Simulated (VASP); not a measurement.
# AlGa2N3 (P-3m1) in VASP: further runs

The runs below take AlGa2N3 through relaxation of cell and atoms, single point, with PBE.

All numbers are computed with VASP 6.6.1; they aren't measurements. Logs are shortened: lines on timing, memory, paths and dates and some standing lists are left out, and cuts for length are marked.

### Step 1. The cell of the first run

Symmetry: P-3m1, No. 164, trigonal system. The conventional cell has a = 3.403 Å, b = 3.403 Å, c = 8.335 Å, α = 90.00°, β = 90.00°, γ = 120.00°. Within 3.2 Å of Al (site symmetry -3m) lie 6 N at 2.41 Å. Ga (site symmetry 3m) has 6 N at 2.41 Å within 3.2 Å. N (site symmetry 3m) has 3 Ga at 2.41 Å and 3 Al at 2.41 Å within 3.2 Å. N (site symmetry -3m) has 6 Ga at 2.41 Å within 3.2 Å.

### Step 2. Relaxation of cell and atoms, PBE

The input, INCAR:

```
SYSTEM = AlGa2N3
PREC = Accurate ; ENCUT = 600
EDIFF = 1E-7 ; ISMEAR = 0
SIGMA = 0.1 ; LREAL = .FALSE.
LASPH = .TRUE. ; NELM = 60
ALGO = Normal ; ISIF = 3
LWAVE = .FALSE. ; LCHARG = .FALSE.
GGA = PE ; IBRION = 2
NSW = 90 ; EDIFFG = -0.04
```

The input, KPOINTS:

```
regular mesh
0
G
  6 6 2
  0 0 0
```

The input, POSCAR:

```
AlGa2N3
1.0
    3.4026705300      0.0000000000      0.0000000000
   -1.7013352700      2.9467991200      0.0000000000
    0.0000000000      0.0000000000      8.3348065700
Al Ga N
1 2 3
Direct
    0.0000000000      0.0000000000      0.5000000000
    0.3333333300      0.6666666700      0.1666666700
    0.6666666700      0.3333333300      0.8333333300
    0.3333333300      0.6666666700      0.6666666700
    0.6666666700      0.3333333300      0.3333333300
    0.0000000000      0.0000000000      0.0000000000
```

Potentials or basis: VASP PAW PBE potentials, release 64 (Al, Ga_d, N).

Launch:

```console
cat potpaw_PBE.64/Al/POTCAR potpaw_PBE.64/Ga_d/POTCAR potpaw_PBE.64/N/POTCAR > POTCAR
mpirun -np 1 vasp_std > vasp.out
```

OUTCAR:

```text
SYSTEM = AlGa2N3
   PREC = Accurate
   ENCUT = 600
   EDIFF = 1E-7
   ISMEAR = 0
   LREAL = .FALSE.
   LASPH = .TRUE.
   NELM = 60
   ISIF = 3
   GGA = PE
   IBRION = 2
   NSW = 90
   EDIFFG = -0.04

 ion  position               nearest neighbor table
   1  0.000  0.000  0.500-   4 2.41   5 2.41   5 2.41   4 2.41   5 2.41   4 2.41
   2  0.333  0.667  0.167-
   3  0.667  0.333  0.833-
   4  0.333  0.667  0.667-   1 2.41   1 2.41   1 2.41
   5  0.667  0.333  0.333-   1 2.41   1 2.41   1 2.41
   6  0.000  0.000  0.000-

  LATTYP: Found a hexagonal cell.
 ALAT       =     3.4026705300
 C/A-ratio  =     2.4494897453

  Lattice vectors:

 A1 = (   3.4026705300,   0.0000000000,   0.0000000000)
 A2 = (  -1.7013352700,   2.9467991200,   0.0000000000)
 A3 = (   0.0000000000,   0.0000000000,   8.3348065700)

Analysis of symmetry for initial positions (statically):
=====================================================================
 Subroutine PRICEL returns:
 Original cell was already a primitive cell.

 Routine SETGRP: Setting up the symmetry group for a
 hexagonal supercell.

 Subroutine GETGRP returns: Found 12 space group operations
 (whereof 12 operations were pure point group operations)
 out of a pool of 24 trial point group operations.

The static configuration has the point symmetry D_3d.

Analysis of symmetry for dynamics (positions and initial velocities):
=====================================================================
 Subroutine PRICEL returns:
 Original cell was already a primitive cell.

 Routine SETGRP: Setting up the symmetry group for a
 hexagonal supercell.

 Subroutine GETGRP returns: Found 12 space group operations
 (whereof 12 operations were pure point group operations)
 out of a pool of 24 trial point group operations.

The dynamic configuration has the point symmetry D_3d.

 Subroutine INISYM returns: Found 12 space group operations
 (whereof 12 operations are pure point group operations),
 and found     1 'primitive' translations

----------------------------------------------------------------------------------------

                                     Primitive cell

  volume of cell :      83.5730

  direct lattice vectors                    reciprocal lattice vectors
     3.402670530  0.000000000  0.000000000     0.293886814  0.169675631  0.000000000
    -1.701335270  2.946799120  0.000000000     0.000000000  0.339351262  0.000000000
     0.000000000  0.000000000  8.334806570     0.000000000  0.000000000  0.119978789

  length of vectors
     3.402670530  3.402670533  8.334806570     0.339351262  0.339351262  0.119978789

  position of ions in fractional coordinates (direct lattice)
     0.000000000  0.000000000  0.500000000
     0.333333330  0.666666670  0.166666670
     0.666666670  0.333333330  0.833333330
     0.333333330  0.666666670  0.666666670
     0.666666670  0.333333330  0.333333330
     0.000000000  0.000000000  0.000000000

  ion indices of the primitive-cell ions
   primitive index   ion index
                 1           1
                 2           2
                 3           3
                 4           4
                 5           5
                 6           6

----------------------------------------------------------------------------------------

 KPOINTS: regular mesh

Automatic generation of k-mesh.
 Grid dimensions read from file:
 generate k-points for:    6    6    2

 Generating k-lattice:

  Cartesian coordinates                     Fractional coordinates (reciprocal lattice)
     0.048981136  0.028279272  0.000000000     0.166666667  0.000000000  0.000000000
     0.000000000  0.056558544  0.000000000     0.000000000  0.166666667  0.000000000
     0.000000000  0.000000000  0.059989395     0.000000000  0.000000000  0.500000000

  Length of vectors
     0.056558544  0.056558544  0.059989395

  Shift w.r.t. Gamma in fractional coordinates (k-lattice)
     0.000000000  0.000000000  0.000000000

 Subroutine IBZKPT returns following result:
 ===========================================

 Found     14 irreducible k-points:

 Following reciprocal coordinates:
            Coordinates               Weight
  0.000000  0.000000  0.000000      1.000000
  0.166667  0.000000  0.000000      6.000000
  0.333333  0.000000  0.000000      6.000000
  0.500000  0.000000  0.000000      3.000000
  0.166667  0.166667  0.000000      6.000000
  0.333333  0.166667  0.000000     12.000000
  0.333333  0.333333  0.000000      2.000000
  0.000000  0.000000  0.500000      1.000000
  0.166667  0.000000  0.500000      6.000000
  0.333333  0.000000  0.500000      6.000000
  0.500000  0.000000  0.500000      3.000000
  0.166667  0.166667  0.500000      6.000000
  0.333333  0.166667  0.500000     12.000000
  0.333333  0.333333  0.500000      2.000000
   k-points           NKPTS =     14   k-points in BZ     NKDIM =     14   number of bands    NBANDS=     26
   number of dos      NEDOS =    301   number of ions     NIONS =      6
   total plane-waves  NPLWV =  54880
   dimension x,y,z NGX =    28 NGY =   28 NGZ =   70
   dimension x,y,z NGXF=    56 NGYF=   56 NGZF=  140
   ions per type =               1   2   3
   NGX,Y,Z   is equivalent  to a cutoff of  13.68, 13.68, 13.96 a.u.
   NGXF,Y,Z  is equivalent  to a cutoff of  27.36, 27.36, 27.92 a.u.
 SYSTEM =  AlGa2N3
   PREC   = accura    normal or accurate (medium, high low for compatibility)
   ISTART =      0    job   : 0-new  1-cont  2-samecut
   ICHARG =      2    charge: 1-file 2-atom 10-const
   ISPIN  =      1    spin polarized calculation?
   LNONCOLLINEAR =      F non collinear calculations
   LSORBIT =      F    spin-orbit coupling
   LASPH  =      T    aspherical Exc in radial PAW
   ENCUT  =  600.0 eV  44.10 Ry    6.64 a.u.   6.80  6.80 16.65*2*pi/ulx,y,z
   NELM   =     60;   NELMIN=  2; NELMDL= -5     # of ELM steps
   EDIFF  = 0.1E-06   stopping-criterion for ELM
   LREAL  =      F    real-space projection
   EDIFFG = -.4E-01   stopping-criterion for IOM
   NSW    =     90    number of steps for IOM
   IBRION =      2    ionic relax: 0-MD 1-quasi-New 2-CG
   NFREE  =      1    steps in history (QN), initial steepest desc. (CG)
   ISIF   =      3    stress and relaxation
   ISYM   =      2    0-nonsym 1-usesym 2-fastsym
   POTIM  = 0.5000    time-step for ionic-motion
   TEBEG  =    0.0;   TEEND  =   0.0 temperature during run
   PSTRESS=    0.0 pullay stress
   NELECT =      44.0000    total number of electrons
   NUPDOWN=      -1.0000    fix difference up-down
   EMIN   =  10.00;   EMAX   =-10.00  energy-range for DOS
   EFERMI =   0.00;   METHOD = LEGACY
   ISMEAR =     0;   SIGMA  =   0.10  broadening in eV -4-tet -1-fermi 0-gaus
   EFERMI_NEDOS =   21; number of points for ismear=-14 and -15
   IALGO  =     38    algorithm
   IMIX   =      4    mixing-type and parameters
     AMIX     =   0.40;   BMIX     =  1.00
     AMIX_MAG =   1.60;   BMIX_MAG =  1.00
  volume/ion in A,a.u.               =      13.93        94.00
  Fermi-wavevector in a.u.,A,eV,Ry     =   1.321916  2.498058 23.775649  1.747461
  Thomas-Fermi vector in A             =   2.451635
   LORBIT       =      0    0 simple, 1 ext, 2 COOP (PROOUT), +10 PAW based schemes
   GGA     = PE    functional components
   LHFCALC =     F    Hartree Fock is set to
   AEXX    =    0.0000 exact exchange contribution
   IVDW    =     0    specifies the selected vdW correction
   LEPSILON=     F    determine dielectric tensor
   LRPA    =     F    only Hartree local field effects (RPA)
 conjugate gradient relaxation of ions
 non-spin polarized calculation
 Gauss-broadening in eV      SIGMA  =   0.10
  energy-cutoff  :      600.00
  volume of cell :       83.57
 maximum number of plane-waves:      2810
 NGX is ok and might be reduce to    28
   NGX = 13   NGY = 13   NGZ = 33

--------------------------------------- Ionic step        1  -------------------------------------------

 number of electron      44.0000002 magnetization

 Free energy of the ion-electron system (eV)
  ---------------------------------------------------
  ext. energy  EPLUGINS =         0.00000000
  ---------------------------------------------------
  free energy    TOTEN  =       -32.30604768 eV

  energy without entropy =      -32.29647259  energy(sigma->0) =      -32.30126013

------------------------ aborting loop because EDIFF is reached ----------------------------------------

  FORCE on cell =-STRESS in cart. coord.  units (eV):
  Direction    XX          YY          ZZ          XY          YZ          ZX
  --------------------------------------------------------------------------------------
  -------------------------------------------------------------------------------------
  Total      -18.1571585    -18.1571585    -18.1848466      0.0000000      0.0000000      0.0000000
  in kB     -348.0907714   -348.0907714   -348.6215807      0.0000006      0.0000000      0.0000000
  external PRESSURE =    -348.2677078 kB  Pullay stress =       0.0000000 kB
[... 225 lines left out ...]
  energy  without entropy=      -36.8548167426  energy(sigma->0) =      -36.85481674

--------------------------------------- Ionic step        7  -------------------------------------------

 number of electron      43.9999997 magnetization

 Free energy of the ion-electron system (eV)
  ---------------------------------------------------
  ext. energy  EPLUGINS =         0.00000000
  ---------------------------------------------------
  free energy    TOTEN  =       -36.85538899 eV

  energy without entropy =      -36.85538899  energy(sigma->0) =      -36.85538899

 E-fermi :   8.6752     XC(G=0): -12.6895

 val. band max:        8.1477957353   @ k =   0.1667   0.1667   0.0000
 cond. band min:       9.6022595216   @ k =   0.5000   0.0000   0.0000
 fundamental gap:      1.4544637863
 Fermi energy:         8.6751956531

 k-point     1 :       0.0000    0.0000    0.0000
  band No.  band energies     occupation
      1      -8.9201      2.00000
      2      -7.0296      2.00000
      3      -6.9649      2.00000
      4      -5.8673      2.00000
      5      -5.8673      2.00000
      6      -5.8295      2.00000
[... 428 lines left out ...]
  FREE ENERGIE OF THE ION-ELECTRON SYSTEM (eV)
  ---------------------------------------------------
  free  energy   TOTEN  =       -36.8553889895 eV

  energy  without entropy=      -36.8553889895  energy(sigma->0) =      -36.85538899

 reached required accuracy - stopping structural energy minimisation
```

It took 6.6 min on 1 thread of Intel Xeon 8259CL, shared host; peak memory 0.26 GiB.

Results:

```yaml
Free_energy: -36.8554 eV
Relaxed_volume: 9.31 Å³/atom
Relaxed_cell: a = 2.974 Å, b = 2.974 Å, c = 7.289 Å, α = 90.00°, β = 90.00°, γ = 120.00°
Space_group_after_relaxing_to_0.1_Å: P-3m1 (No. 164)
Energy_gained_by_relaxing: 758.2 meV/atom
Ionic_steps: 7
Pressure_after_relaxing: 0.0 GPa
Band_gap_on_the_k_mesh: 1.45 eV (least direct gap 2.40 eV)
```

Step by step:
```
step  energy change (eV)  largest force (eV/Å)  pressure (GPa)  volume (Å³)
   1              0.0000                0.6534          -34.83        83.57
   2             -4.3025                0.8108           18.79        52.04
   3             -4.5060                0.7829            0.25        55.82
   4             -4.5465                0.1902            0.23        55.77
   5             -4.5484                0.1602            0.28        55.76
   6             -4.5488                0.1278           -0.26        55.89
   7             -4.5493                0.0010           -0.02        55.83
```

Final structure:
```
Al Ga N
1.0
     2.97395    0.00000    0.00000
    -1.48697    2.57551    0.00000
     0.00000    0.00000    7.28910
Al Ga N
1 2 3
Direct
  0.00000 0.00000 0.50000
  0.33333 0.66667 0.17009
  0.66667 0.33333 0.82991
  0.33333 0.66667 0.65715
  0.66667 0.33333 0.34285
  0.00000 0.00000 0.00000
```

Levels at points of the mesh, in eV from the valence-band top:
```
           k point  band 19  band 20  band 21  band 22  band 23  band 24  band 25  band 26
(0.00, 0.00, 0.00)    -0.27    -0.27    -0.06    -0.06     2.88     5.32     5.44     9.16
(0.50, 0.00, 0.00)    -2.38    -1.93    -1.33    -0.95     1.45     5.70     5.95     6.99
(0.00, 0.00, 0.50)    -0.19    -0.19    -0.13    -0.13     4.32     4.96     5.10     9.54
(0.50, 0.00, 0.50)    -2.36    -2.31    -0.37    -0.34     2.72     3.92     4.97     7.71
```

Caveat: the volume moved by over 15 % at a fixed basis, so the end points are rough. A k mesh can miss the band edges.

### Step 3. Relaxation of cell and atoms, PBE

This run uses another cell than the first one, of 9.29 Å³/atom.

The input, INCAR:

```
SYSTEM = AlGa2N3
PREC     = Accurate       ! precision mode
ENCUT    = 600            ! plane-wave cutoff, eV
EDIFF    = 1E-6           ! SCF threshold, eV
ISMEAR   = 0              ! smearing method
SIGMA    = 0.1            ! smearing width, eV
LREAL    = .False.        ! projectors in reciprocal space
LASPH    = .True.         ! aspherical terms in the spheres
NELM     = 100            ! most SCF steps
ALGO     = Normal         ! electronic algorithm
ISIF     = 3              ! what is computed and relaxed
LWAVE    = .False.        ! write WAVECAR
LCHARG   = .False.        ! write CHGCAR
GGA      = PE             ! functional
IBRION   = 2              ! ionic algorithm
NSW      = 90             ! ionic steps
EDIFFG   = -0.04          ! ionic threshold
```

The input, KPOINTS:

```
Automatic mesh
0
Gamma
  6 6 4
  0 0 0
```

The input, POSCAR:

```
AlGa2N3
1.0
    2.9717150380      0.0000000000      0.0000000000
   -1.4858575190      2.5735807157      0.0000000000
    0.0000000000      0.0000000000      7.2846908997
Al Ga N
1 2 3
Direct
    0.0000000000      0.0000000000      0.5000000000
    0.3333333333      0.6666666667      0.1699740162
    0.6666666667      0.3333333333      0.8300259838
    0.3333333333      0.6666666667      0.6574510475
    0.6666666667      0.3333333333      0.3425489525
    0.0000000000      0.0000000000      0.0000000000
```

Potentials or basis: VASP PAW PBE potentials, release 64 (Al, Ga_d, N).

Launch:

```console
cat potpaw_PBE.64/Al/POTCAR potpaw_PBE.64/Ga_d/POTCAR potpaw_PBE.64/N/POTCAR > POTCAR
mpirun -np 1 vasp_std > vasp.out
```

It took 86 s on 1 thread of Intel Xeon 8259CL, shared host; peak memory 0.21 GiB.

Results (log left out):

- Free energy: -36.8189 eV
- Relaxed volume: 9.31 Å³/atom
- Relaxed cell: a = 2.974 Å, b = 2.974 Å, c = 7.291 Å, α = 90.00°, β = 90.00°, γ = 120.00°
- Space group after relaxing (to 0.1 Å): P-3m1 (No. 164)
- Energy gained by relaxing: 0.0 meV/atom
- Ionic steps: 2
- Pressure after relaxing: -0.3 GPa
- Largest force after relaxing: 0.017 eV/Å
- Band gap on the k mesh: 1.45 eV (least direct gap 2.40 eV)

Forces in eV/Å, atoms in the order of the input:
```
Al   0.000  0.000  0.000
Ga   0.000  0.000  0.017
Ga   0.000  0.000 -0.017
N    0.000  0.000  0.002
N    0.000  0.000 -0.002
N    0.000  0.000  0.000
```

The path:
| step | energy change (eV) | largest force (eV/Å) | pressure (GPa) | volume (Å³) |
| --- | --- | --- | --- | --- |
| 1 | 0.0000 | 0.0461 | 0.32 | 55.71 |
| 2 | -0.0001 | 0.0173 | -0.28 | 55.86 |

Final structure:
```
Al Ga N
1.0
     2.97435    0.00000    0.00000
    -1.48717    2.57586    0.00000
     0.00000    0.00000    7.29139
Al Ga N
1 2 3
Direct
  0.00000 0.00000 0.50000
  0.33333 0.66667 0.17000
  0.66667 0.33333 0.83000
  0.33333 0.66667 0.65715
  0.66667 0.33333 0.34285
  0.00000 0.00000 0.00000
```

Levels at points of the mesh, in eV from the valence-band top:
```csv
k point,band 18,band 19,band 20,band 21,band 22,band 23,band 24,band 25,band 26
"(0.00, 0.00, 0.00)",-0.29,-0.27,-0.27,-0.06,-0.06,2.87,5.32,5.45,9.15
"(0.50, 0.00, 0.00)",-2.82,-2.38,-1.93,-1.32,-0.95,1.45,5.70,5.96,6.99
"(0.00, 0.00, 0.50)",-0.76,-0.19,-0.19,-0.13,-0.13,4.31,4.95,5.10,9.60
"(0.50, 0.00, 0.50)",-3.80,-2.36,-2.30,-0.37,-0.35,2.72,3.92,4.96,7.71
```

A k mesh can miss the band edges.

### Step 4. Single point, PBE

This run uses another cell than the first one, of 9.29 Å³/atom.

The input, INCAR:

```
SYSTEM = AlGa2N3
PREC = Accurate ; ENCUT = 520
EDIFF = 1E-6 ; ISMEAR = 0
SIGMA = 0.02 ; LREAL = .FALSE.
LASPH = .TRUE. ; NELM = 80
ALGO = Normal ; ISIF = 2
LWAVE = .FALSE. ; LCHARG = .FALSE.
GGA = PE ; NBANDS = 31
```

The input, KPOINTS:

```
Automatic mesh
0
G
  12 12 4
  0 0 0
```

The input, POSCAR:

```
AlGa2N3
1.0
    2.9718591326      0.0000000000      0.0000000000
   -1.4859295663      2.5737055053      0.0000000000
    0.0000000000      0.0000000000      7.2863221582
Al Ga N
1 2 3
Direct
    0.0000000000      0.0000000000      0.5000000000
    0.3333333333      0.6666666667      0.1700034936
    0.6666666667      0.3333333333      0.8299965064
    0.3333333333      0.6666666667      0.6574607847
    0.6666666667      0.3333333333      0.3425392153
    0.0000000000      0.0000000000      0.0000000000
```

Launch:

```console
cat potpaw_PBE.64/Al/POTCAR potpaw_PBE.64/Ga_d/POTCAR potpaw_PBE.64/N/POTCAR > POTCAR
mpirun -np 1 vasp_std > vasp.out
```

It took 2.6 min on 1 thread of Intel Xeon 8259CL, shared host; peak memory 0.25 GiB.

The run converged. Its results:

| Quantity | Value |
| --- | --- |
| Free energy | -36.8278 eV |
| Pressure | 0.5 GPa |
| Largest force | 0.045 eV/Å |
| Band gap on the k mesh | 1.48 eV (least direct gap 2.42 eV) |

Forces on the atoms (eV/Å):
```
Al   0.000  0.000  0.000
Ga   0.000  0.000  0.002
Ga   0.000  0.000 -0.002
N    0.000  0.000 -0.045
N    0.000  0.000  0.045
N    0.000  0.000  0.000
```

Levels at points of the mesh, in eV from the valence-band top:
```csv
k point,band 18,band 19,band 20,band 21,band 22,band 23,band 24,band 25,band 26,band 27
"(0.00, 0.00, 0.00)",-0.29,-0.27,-0.27,-0.06,-0.06,2.90,5.34,5.46,9.20,10.19
"(0.50, 0.00, 0.00)",-2.82,-2.38,-1.93,-1.33,-0.94,1.48,5.73,5.97,7.01,7.78
"(0.00, 0.00, 0.50)",-0.76,-0.19,-0.19,-0.13,-0.13,4.34,4.98,5.12,9.56,9.56
"(0.50, 0.00, 0.50)",-3.80,-2.36,-2.30,-0.37,-0.34,2.75,3.94,4.98,7.71,8.74
```

A k mesh can miss the band edges.

[end of part 1 of 2]

The gap in the log of VASP goes by the Fermi energy; the results here count the filled bands.